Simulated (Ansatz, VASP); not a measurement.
**Hf: VASP beside Ansatz**

The input INCAR:

```
  PREC = Accurate
  ENCUT = 520
  EDIFF = 1E-6
  ISMEAR = -1
  SIGMA = 0.05
  LREAL = F
  LASPH = T
  NELM = 100
  ALGO = Normal
  ISIF = 2
  LWAVE = F
  LCHARG = F
  GGA = PS
  NBANDS = 17
```

KPOINTS

```
Automatic mesh
0
Gamma
  9 9 9
```

Contents of POSCAR:

```
Hf
1.0
    0.0000000000      3.0438467722      3.0438467722
    3.0438467722      0.0000000000      3.0438467722
    3.0438467722      3.0438467722      0.0000000000
Hf
2
Direct
   -0.2150000000     -0.0950000000     -0.0950000000
    0.2150000000      0.0950000000      0.0950000000
```

Input for Ansatz:

```yaml
crystal:
  lattice:
    - [0.0, 3.0438467722, 3.0438467722]
    - [3.0438467722, 0.0, 3.0438467722]
    - [3.0438467722, 3.0438467722, 0.0]
  atoms:
    - { symbol: Hf, position: [-0.215, -0.095, -0.095] }
    - { symbol: Hf, position: [0.215, 0.095, 0.095] }
kpoints:
  mp_grid: { grid: [9, 9, 9] }
scf:
  occupations: { method: fermi_dirac, width: 0.05 }
hamiltonian:
  xc: pbesol
  pseudopotentials: { kind: all_electron, lapw: { basis_error: 0.001 } }
output:
  forces: true
  stress: true
  eigenvalues: true
  populations: true
```

Change from the starting cell: shortest bond scaled by 0.76, LAPW.

Alike in both runs: task single point; functional PBEsol; k mesh 9 × 9 × 9; occupations fermi-dirac, width 0.05 eV; no spin polarisation.

```csv
,VASP,Ansatz
version,VASP 6.6.1,Ansatz 0.2.0
potentials or method,"VASP PAW PBE potentials, release 64 (Hf_pv), cutoff 520 eV","all-electron LAPW, scalar-relativistic"
```

Ansatz gave:

| Property | Result |
| --- | --- |
| pressure (GPa) | 17.7 |
| traceless stress, the component that is largest in VASP (GPa) | -27.28 |
| rms of the force components (eV/Å) | 6.585 |

Task: Estimate VASP's values.

Result: Pressure (GPa): 17.2; traceless stress, the component that is largest in VASP (GPa): -26.92; rms of the force components (eV/Å): 6.491.

VASP's potentials were made for PBE, not for PBEsol. Atom by atom the forces differ by 0.095 eV/Å (rms over components). Ansatz ran all-electron here, and VASP with PAW potentials.

Spin-orbit coupling is off throughout.
